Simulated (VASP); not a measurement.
# Cu3N (Pm-3m) in VASP: notebook

The runs below take Cu3N through single point, with PBE.

All numbers are computed with VASP 6.6.1; they aren't measurements. Logs are shortened: lines on timing, memory, paths and dates and some standing lists are left out, and cuts for length are marked.

### Step 1. The cell of the first run

The structure is cubic, space group Pm-3m (No. 221). Conventional cell: a = 3.668 Å, b = 3.668 Å, c = 3.668 Å, α = 90.00°, β = 90.00°, γ = 90.00°. Cu (site symmetry 4/mmm) has 2 N at 1.83 Å within 2.4 Å. Within 2.4 Å of N (site symmetry m-3m) lie 6 Cu at 1.83 Å.

### Step 2. Single point, PBE (12.33 Å³/atom)

File INCAR:

```
SYSTEM = Cu3N
PREC     = Accurate       ! precision mode
ENCUT    = 600            ! plane-wave cutoff, eV
EDIFF    = 1E-6           ! SCF threshold, eV
ISMEAR   = 0              ! smearing method
SIGMA    = 0.01           ! smearing width, eV
LREAL    = .False.        ! projectors in reciprocal space
LASPH    = .True.         ! aspherical terms in the spheres
NELM     = 120            ! most SCF steps
ALGO     = Normal         ! electronic algorithm
ISIF     = 2              ! what is computed and relaxed
LWAVE    = .False.        ! write WAVECAR
LCHARG   = .False.        ! write CHGCAR
GGA      = PE             ! functional
NBANDS   = 27             ! bands
GGA_COMPAT= .False.
```

File KPOINTS:

```
regular mesh
0
Gamma
  10 10 10
  0 0 0
```

File POSCAR:

```
Cu3N
1.0
    3.6676311022      0.0000000000      0.0000000000
    0.0000000000      3.6676311022      0.0000000000
    0.0000000000      0.0000000000      3.6676311022
Cu N
3 1
Direct
    0.5000000000      0.0000000000      0.0000000000
    0.0000000000      0.5000000000      0.0000000000
    0.0000000000      0.0000000000      0.5000000000
    0.0000000000      0.0000000000      0.0000000000
```

Potentials or basis: VASP PAW PBE potentials, release 64 (Cu, N).

The run is started by

```bash
$ cat potpaw_PBE.64/Cu/POTCAR potpaw_PBE.64/N/POTCAR > POTCAR
$ mpirun -np 1 vasp_std > vasp.out
```

OUTCAR:

```text
SYSTEM = Cu3N
   PREC = Accurate
   ENCUT = 600
   EDIFF = 1E-6
   ISMEAR = 0
   LREAL = .False.
   LASPH = .True.
   NELM = 120
   ISIF = 2
   GGA = PE

 ion  position               nearest neighbor table
   1  0.500  0.000  0.000-   4 1.83   4 1.83   2 2.59   3 2.59   2 2.59   2 2.59   3 2.59   3 2.59
                             3 2.59   2 2.59
   2  0.000  0.500  0.000-   4 1.83   4 1.83   1 2.59   3 2.59   1 2.59   3 2.59   3 2.59   3 2.59
                             1 2.59   1 2.59
   3  0.000  0.000  0.500-   4 1.83   4 1.83   1 2.59   1 2.59   2 2.59   2 2.59   2 2.59   2 2.59
                             1 2.59   1 2.59
   4  0.000  0.000  0.000-   1 1.83   2 1.83   3 1.83   3 1.83   2 1.83   1 1.83

  LATTYP: Found a simple cubic cell.
 ALAT       =     3.6676311022

  Lattice vectors:

 A1 = (   3.6676311022,   0.0000000000,   0.0000000000)
 A2 = (   0.0000000000,   3.6676311022,   0.0000000000)
 A3 = (   0.0000000000,   0.0000000000,   3.6676311022)

Analysis of symmetry for initial positions (statically):
=====================================================================
 Subroutine PRICEL returns:
 Original cell was already a primitive cell.

 Routine SETGRP: Setting up the symmetry group for a
 simple cubic supercell.

 Subroutine GETGRP returns: Found 48 space group operations
 (whereof 48 operations were pure point group operations)
 out of a pool of 48 trial point group operations.

The static configuration has the point symmetry O_h .

Analysis of symmetry for dynamics (positions and initial velocities):
=====================================================================
 Subroutine PRICEL returns:
 Original cell was already a primitive cell.

 Routine SETGRP: Setting up the symmetry group for a
 simple cubic supercell.

 Subroutine GETGRP returns: Found 48 space group operations
 (whereof 48 operations were pure point group operations)
 out of a pool of 48 trial point group operations.

The dynamic configuration has the point symmetry O_h .

 Subroutine INISYM returns: Found 48 space group operations
 (whereof 48 operations are pure point group operations),
 and found     1 'primitive' translations

----------------------------------------------------------------------------------------

                                     Primitive cell

  volume of cell :      49.3352

  direct lattice vectors                    reciprocal lattice vectors
     3.667631102  0.000000000  0.000000000     0.272655557  0.000000000  0.000000000
     0.000000000  3.667631102  0.000000000     0.000000000  0.272655557  0.000000000
     0.000000000  0.000000000  3.667631102     0.000000000  0.000000000  0.272655557

  length of vectors
     3.667631102  3.667631102  3.667631102     0.272655557  0.272655557  0.272655557

  position of ions in fractional coordinates (direct lattice)
     0.500000000  0.000000000  0.000000000
     0.000000000  0.500000000  0.000000000
     0.000000000  0.000000000  0.500000000
     0.000000000  0.000000000  0.000000000

  ion indices of the primitive-cell ions
   primitive index   ion index
                 1           1
                 2           2
                 3           3
                 4           4

----------------------------------------------------------------------------------------

 KPOINTS: regular mesh

Automatic generation of k-mesh.
 Grid dimensions read from file:
 generate k-points for:   10   10   10

 Generating k-lattice:

  Cartesian coordinates                     Fractional coordinates (reciprocal lattice)
     0.027265556  0.000000000  0.000000000     0.100000000  0.000000000  0.000000000
     0.000000000  0.027265556  0.000000000     0.000000000  0.100000000  0.000000000
     0.000000000  0.000000000  0.027265556     0.000000000  0.000000000  0.100000000

  Length of vectors
     0.027265556  0.027265556  0.027265556

  Shift w.r.t. Gamma in fractional coordinates (k-lattice)
     0.000000000  0.000000000  0.000000000

 Subroutine IBZKPT returns following result:
 ===========================================

 Found     56 irreducible k-points:

 Following reciprocal coordinates:
            Coordinates               Weight
  0.000000  0.000000  0.000000      1.000000
  0.100000  0.000000  0.000000      6.000000
  0.200000  0.000000  0.000000      6.000000
  0.300000  0.000000  0.000000      6.000000
  0.400000  0.000000  0.000000      6.000000
  0.500000  0.000000  0.000000      3.000000
[... 16 lines left out ...]
  0.200000  0.100000  0.100000     24.000000
  0.300000  0.100000  0.100000     24.000000
 [... further k-points ...]
   k-points           NKPTS =     56   k-points in BZ     NKDIM =     56   number of bands    NBANDS=     27
   number of dos      NEDOS =    301   number of ions     NIONS =      4
   total plane-waves  NPLWV =  27000
   dimension x,y,z NGX =    30 NGY =   30 NGZ =   30
   dimension x,y,z NGXF=    60 NGYF=   60 NGZF=   60
   ions per type =               3   1
   NGX,Y,Z   is equivalent  to a cutoff of  13.60, 13.60, 13.60 a.u.
   NGXF,Y,Z  is equivalent  to a cutoff of  27.20, 27.20, 27.20 a.u.
 SYSTEM =  Cu3N
   PREC   = accura    normal or accurate (medium, high low for compatibility)
   ISTART =      0    job   : 0-new  1-cont  2-samecut
   ICHARG =      2    charge: 1-file 2-atom 10-const
   ISPIN  =      1    spin polarized calculation?
   LNONCOLLINEAR =      F non collinear calculations
   LSORBIT =      F    spin-orbit coupling
   LASPH  =      T    aspherical Exc in radial PAW
   ENCUT  =  600.0 eV  44.10 Ry    6.64 a.u.   7.33  7.33  7.33*2*pi/ulx,y,z
   NELM   =    120;   NELMIN=  2; NELMDL= -5     # of ELM steps
   EDIFF  = 0.1E-05   stopping-criterion for ELM
   LREAL  =      F    real-space projection
   EDIFFG = 0.1E-04   stopping-criterion for IOM
   NSW    =      0    number of steps for IOM
   IBRION =     -1    ionic relax: 0-MD 1-quasi-New 2-CG
   NFREE  =      0    steps in history (QN), initial steepest desc. (CG)
   ISIF   =      2    stress and relaxation
   ISYM   =      2    0-nonsym 1-usesym 2-fastsym
   POTIM  = 0.5000    time-step for ionic-motion
   TEBEG  =    0.0;   TEEND  =   0.0 temperature during run
   PSTRESS=    0.0 pullay stress
   NELECT =      38.0000    total number of electrons
   NUPDOWN=      -1.0000    fix difference up-down
   EMIN   =  10.00;   EMAX   =-10.00  energy-range for DOS
   EFERMI =   0.00;   METHOD = LEGACY
   ISMEAR =     0;   SIGMA  =   0.01  broadening in eV -4-tet -1-fermi 0-gaus
   EFERMI_NEDOS =   21; number of points for ismear=-14 and -15
   IALGO  =     38    algorithm
   IMIX   =      4    mixing-type and parameters
     AMIX     =   0.40;   BMIX     =  1.00
     AMIX_MAG =   1.60;   BMIX_MAG =  1.00
  volume/ion in A,a.u.               =      12.33        83.23
  Fermi-wavevector in a.u.,A,eV,Ry     =   1.500665  2.835845 30.640253  2.251995
  Thomas-Fermi vector in A             =   2.612136
   LORBIT       =      0    0 simple, 1 ext, 2 COOP (PROOUT), +10 PAW based schemes
   GGA     = PE    functional components
   LHFCALC =     F    Hartree Fock is set to
   AEXX    =    0.0000 exact exchange contribution
   IVDW    =     0    specifies the selected vdW correction
   LEPSILON=     F    determine dielectric tensor
   LRPA    =     F    only Hartree local field effects (RPA)
 non-spin polarized calculation
 Gauss-broadening in eV      SIGMA  =   0.01
  energy-cutoff  :      600.00
  volume of cell :       49.34
 maximum number of plane-waves:      1671
 NGX is ok and might be reduce to    30
   NGX = 15   NGY = 15   NGZ = 15

 number of electron      37.9999996 magnetization

 Free energy of the ion-electron system (eV)
  ---------------------------------------------------
  ext. energy  EPLUGINS =         0.00000000
  ---------------------------------------------------
  free energy    TOTEN  =       -17.98830874 eV

  energy without entropy =      -17.98822713  energy(sigma->0) =      -17.98826793

 E-fermi :   6.2240     XC(G=0): -11.4192

 val. band max:        6.2182146285   @ k =   0.5000   0.4000   0.4000
 cond. band min:       6.2255086167   @ k =   0.5000   0.5000   0.4000
 fundamental gap:      0.0072939882
 Fermi energy:         6.2239832986

 k-point     1 :       0.0000    0.0000    0.0000
  band No.  band energies     occupation
      1     -11.7211      2.00000
      2       0.2000      2.00000
      3       0.7818      2.00000
      4       0.7818      2.00000
      5       0.7818      2.00000
      6       1.6770      2.00000
[... 19 lines left out ...]
     26      19.3108      0.00000
     27      19.3108      0.00000

 k-point     2 :       0.1000    0.0000    0.0000
  band No.  band energies     occupation
      1     -11.6758      2.00000
      2       0.0862      2.00000
      3       0.5619      2.00000
      4       0.6383      2.00000
      5       0.6383      2.00000
      6       1.6894      2.00000
[... 19 lines left out ...]
     26      18.6722      0.00000
     27      18.7778      0.00000

 k-point     3 :       0.2000    0.0000    0.0000
  band No.  band energies     occupation
      1     -11.5530      2.00000
      2      -0.6306      2.00000
      3       0.3746      2.00000
      4       0.3746      2.00000
      5       0.6730      2.00000
      6       1.7227      2.00000
[... 19 lines left out ...]
     26      17.3784      0.00000
     27      17.7981      0.00000

 k-point     4 :       0.3000    0.0000    0.0000
  band No.  band energies     occupation
      1     -11.3914      2.00000
      2      -1.4377      2.00000
      3       0.1399      2.00000
      4       0.1399      2.00000
      5       1.0194      2.00000
      6       1.7660      2.00000
[... 19 lines left out ...]
     26      16.5084      0.00000
     27      16.8934      0.00000
[... 516 lines left out ...]
      4       0.1503      2.00000
      5       0.7157      2.00000
      6       1.8462      2.00000
[... 19 lines left out ...]
     26      17.3727      0.00000
     27      17.3727      0.00000

 k-point    23 :       0.2000    0.1000    0.1000
  band No.  band energies     occupation
      1     -11.4617      2.00000
      2      -0.6996      2.00000
      3      -0.0815      2.00000
      4      -0.0433      2.00000
      5       0.8743      2.00000
      6       1.8762      2.00000
[... 19 lines left out ...]
     26      16.2074      0.00000
     27      16.8496      0.00000

 k-point    24 :       0.3000    0.1000    0.1000
  band No.  band energies     occupation
      1     -11.2993      2.00000
      2      -1.4848      2.00000
      3      -0.2349      2.00000
      4      -0.2290      2.00000
      5       1.1891      2.00000
      6       1.9274      2.00000
[... 19 lines left out ...]
     26      16.0347      0.00000
     27      17.2577      0.00000

 [... further k-points ...]
[... 5 lines left out ...]
  --------------------------------------------------------------------------------------
  -------------------------------------------------------------------------------------
  Total        6.4208986      6.4208986      6.4208986     -0.0000000     -0.0000000      0.0000000
  in kB      208.5208328    208.5208328    208.5208328     -0.0000000     -0.0000000      0.0000000
  external PRESSURE =     208.5208328 kB  Pullay stress =       0.0000000 kB

 VOLUME and BASIS-vectors are now :
 -----------------------------------------------------------------------------
  energy-cutoff  :      600.00
  volume of cell :       49.34
      direct lattice vectors                 reciprocal lattice vectors
     3.667631102  0.000000000  0.000000000     0.272655557  0.000000000  0.000000000
     0.000000000  3.667631102  0.000000000     0.000000000  0.272655557  0.000000000
     0.000000000  0.000000000  3.667631102     0.000000000  0.000000000  0.272655557

 POSITION                                       TOTAL-FORCE (eV/Angst)
 -----------------------------------------------------------------------------------
      1.83382      0.00000      0.00000         0.000000      0.000000      0.000000
      0.00000      1.83382      0.00000         0.000000      0.000000      0.000000
      0.00000      0.00000      1.83382         0.000000      0.000000      0.000000
      0.00000      0.00000      0.00000         0.000000      0.000000      0.000000
 -----------------------------------------------------------------------------------
    total drift:                                0.000000      0.000000      0.000000

  FREE ENERGIE OF THE ION-ELECTRON SYSTEM (eV)
  ---------------------------------------------------
  free  energy   TOTEN  =       -17.9883087405 eV

  energy  without entropy=      -17.9882271289  energy(sigma->0) =      -17.98826793
```

It took 2.5 min on 1 thread of Intel Xeon 8259CL, shared host; peak memory 0.22 GiB.

What came out:

* Free energy: -17.9883 eV
* Pressure: 20.9 GPa
* Band gap on the k mesh: zero (bands 19 and 20 overlap by 0.18 eV)

Levels at points of the mesh, in eV from the Fermi level:
```tsv
k point	band 17	band 18	band 19	band 20	band 21	band 22
(0.00, 0.00, 0.00)	-2.09	-2.09	-2.03	1.40	5.84	5.84
(0.50, 0.00, 0.00)	-2.09	-1.62	-1.62	1.98	3.50	7.53
(0.50, 0.50, 0.00)	-1.21	-1.21	-0.78	-0.12	4.13	5.16
(0.50, 0.50, 0.50)	0.06	0.06	0.06	0.47	0.47	0.47
```

Caveat: the cell stands under pressure.

### Step 3. Single point, PBE (12.75 Å³/atom)

This run uses another cell than the first one, of 12.75 Å³/atom.

File INCAR:

```
  ALGO = Normal
  EDIFF = 1E-6
  ENCUT = 600
  GGA = PE
  GGA_COMPAT = False
  ISIF = 2
  ISMEAR = 0
  LASPH = True
  LCHARG = False
  LREAL = False
  LWAVE = False
  NBANDS = 27
  NELM = 120
  PREC = Accurate
  SIGMA = 0.01
```

File KPOINTS:

```
k-points
0
Gamma
  10 10 10
```

File POSCAR:

```
Cu3N
1.0
    3.7088438900      0.0000000000      0.0000000000
    0.0000000000      3.7088438900      0.0000000000
    0.0000000000      0.0000000000      3.7088438900
Cu N
3 1
Direct
    0.5000000000      0.0000000000      0.0000000000
    0.0000000000      0.5000000000      0.0000000000
    0.0000000000      0.0000000000      0.5000000000
    0.0000000000      0.0000000000      0.0000000000
```

Potentials or basis: VASP PAW PBE potentials, release 64 (Cu, N).

The run is started by

```bash
$ cat potpaw_PBE.64/Cu/POTCAR potpaw_PBE.64/N/POTCAR > POTCAR
$ mpirun -np 1 vasp_std > vasp.out
```

Wall time 3 min (1 thread of Intel Xeon 8259CL, shared host); peak memory 0.22 GiB.

The run converged. Its results:

```
Free energy            : -18.1721 eV
Pressure               : 14.4 GPa
Band gap on the k mesh : zero (bands 19 and 20 overlap by 0.07 eV)
```

Levels at points of the mesh, in eV from the Fermi level:
| k point | band 17 | band 18 | band 19 | band 20 | band 21 | band 22 |
| --- | --- | --- | --- | --- | --- | --- |
| (0.00, 0.00, 0.00) | -2.01 | -2.01 | -1.96 | 1.28 | 5.67 | 5.67 |
| (0.50, 0.00, 0.00) | -2.01 | -1.55 | -1.55 | 1.86 | 3.45 | 7.37 |
| (0.50, 0.50, 0.00) | -1.16 | -1.16 | -0.75 | -0.03 | 3.96 | 5.07 |
| (0.50, 0.50, 0.50) | 0.04 | 0.04 | 0.04 | 0.57 | 0.57 | 0.57 |

Caveat: the cell stands under pressure.

### Step 4. Single point, PBE (13.17 Å³/atom)

This run uses another cell than the first one, of 13.17 Å³/atom.

File INCAR:

```
PREC = Accurate
ENCUT = 600
EDIFF = 1E-6
ISMEAR = 0
SIGMA = 0.01
LREAL = False
LASPH = True
NELM = 120
ALGO = Normal
ISIF = 2
LWAVE = False
LCHARG = False
GGA = PE
NBANDS = 27
GGA_COMPAT = False
```

File KPOINTS:

```
regular mesh
0
Gamma
  10 10 10
```

File POSCAR:

```
Cu3N
1.0
    3.7491605691      0.0000000000      0.0000000000
    0.0000000000      3.7491605691      0.0000000000
    0.0000000000      0.0000000000      3.7491605691
Cu N
3 1
Direct
    0.5000000000      0.0000000000      0.0000000000
    0.0000000000      0.5000000000      0.0000000000
    0.0000000000      0.0000000000      0.5000000000
    0.0000000000      0.0000000000      0.0000000000
```

Potentials or basis: VASP PAW PBE potentials, release 64 (Cu, N).

The run is started by

```bash
$ cat potpaw_PBE.64/Cu/POTCAR potpaw_PBE.64/N/POTCAR > POTCAR
$ mpirun -np 1 vasp_std > vasp.out
```

OUTCAR:

```text
PREC = Accurate
   ENCUT = 600
   EDIFF = 1E-6
   ISMEAR = 0
   LREAL = False
   LASPH = True
   NELM = 120
   ISIF = 2
   GGA = PE

 ion  position               nearest neighbor table
   1  0.500  0.000  0.000-   4 1.87   4 1.87   2 2.65   3 2.65   2 2.65   2 2.65   3 2.65   3 2.65
                             3 2.65   2 2.65
   2  0.000  0.500  0.000-   4 1.87   4 1.87   1 2.65   3 2.65   1 2.65   3 2.65   3 2.65   3 2.65
                             1 2.65   1 2.65
   3  0.000  0.000  0.500-   4 1.87   4 1.87   1 2.65   1 2.65   2 2.65   2 2.65   2 2.65   2 2.65
[... 924 lines left out ...]
  --------------------------------------------------------------------------------------
  -------------------------------------------------------------------------------------
  Total        3.0220035      3.0220035      3.0220035      0.0000000      0.0000000      0.0000000
  in kB       91.8762847     91.8762847     91.8762847      0.0000000      0.0000000      0.0000000
  external PRESSURE =      91.8762847 kB  Pullay stress =       0.0000000 kB

 VOLUME and BASIS-vectors are now :
 -----------------------------------------------------------------------------
  energy-cutoff  :      600.00
  volume of cell :       52.70
      direct lattice vectors                 reciprocal lattice vectors
     3.749160569  0.000000000  0.000000000     0.266726373  0.000000000  0.000000000
     0.000000000  3.749160569  0.000000000     0.000000000  0.266726373  0.000000000
     0.000000000  0.000000000  3.749160569     0.000000000  0.000000000  0.266726373

 POSITION                                       TOTAL-FORCE (eV/Angst)
 -----------------------------------------------------------------------------------
      1.87458      0.00000      0.00000         0.000000      0.000000      0.000000
      0.00000      1.87458      0.00000         0.000000      0.000000      0.000000
      0.00000      0.00000      1.87458         0.000000      0.000000      0.000000
      0.00000      0.00000      0.00000         0.000000      0.000000      0.000000
 -----------------------------------------------------------------------------------
    total drift:                                0.000000      0.000000      0.000000

  FREE ENERGIE OF THE ION-ELECTRON SYSTEM (eV)
  ---------------------------------------------------
  free  energy   TOTEN  =       -18.2947373277 eV

  energy  without entropy=      -18.2947365706  energy(sigma->0) =      -18.29473695
```

OSZICAR:

```text
N       E                     dE             d eps       ncg     rms          rms(c)
DAV:   1     0.312830418496E+03    0.31283E+03   -0.19120E+04  3040   0.254E+03
DAV:   2     0.162167829042E+02   -0.29661E+03   -0.28223E+03  3039   0.396E+02
DAV:   3    -0.214780185292E+02   -0.37695E+02   -0.35913E+02  3822   0.171E+02
DAV:   4    -0.230854483198E+02   -0.16074E+01   -0.15890E+01  4196   0.380E+01
DAV:   5    -0.231037341135E+02   -0.18286E-01   -0.18280E-01  3954   0.399E+00    0.160E+01
DAV:   6    -0.204853123537E+02    0.26184E+01   -0.35787E+01  4044   0.136E+02    0.972E+00
DAV:   7    -0.183071880041E+02    0.21781E+01   -0.93061E+00  3701   0.750E+01    0.257E+00
DAV:   8    -0.183220974291E+02   -0.14909E-01   -0.57983E-01  3555   0.562E+00    0.153E+00
DAV:   9    -0.182955117064E+02    0.26586E-01   -0.33033E-02  4369   0.265E+00    0.256E-01
DAV:  10    -0.182948765678E+02    0.63514E-03   -0.67058E-03  3895   0.114E+00    0.110E-01
DAV:  11    -0.182947754400E+02    0.10113E-03   -0.12829E-03  4397   0.591E-01    0.557E-02
DAV:  12    -0.182947367417E+02    0.38698E-04   -0.26135E-04  4511   0.185E-01    0.105E-02
DAV:  13    -0.182947369842E+02   -0.24250E-06   -0.32672E-05  3702   0.535E-02    0.856E-03
DAV:  14    -0.182947373277E+02   -0.34350E-06   -0.75278E-06  3206   0.270E-02
   1 F= -.18294737E+02 E0= -.18294737E+02  d E =-.757090E-06
```

Wall time 2.6 min (1 thread of Intel Xeon 8259CL, shared host); peak memory 0.22 GiB.

Results:

```
Free energy            : -18.2947 eV
Pressure               : 9.2 GPa
Band gap on the k mesh : 0.04 eV (least direct gap 0.59 eV)
```

Caveat: the cell stands under pressure. A k mesh can miss the band edges.

[end of part 1 of 2]
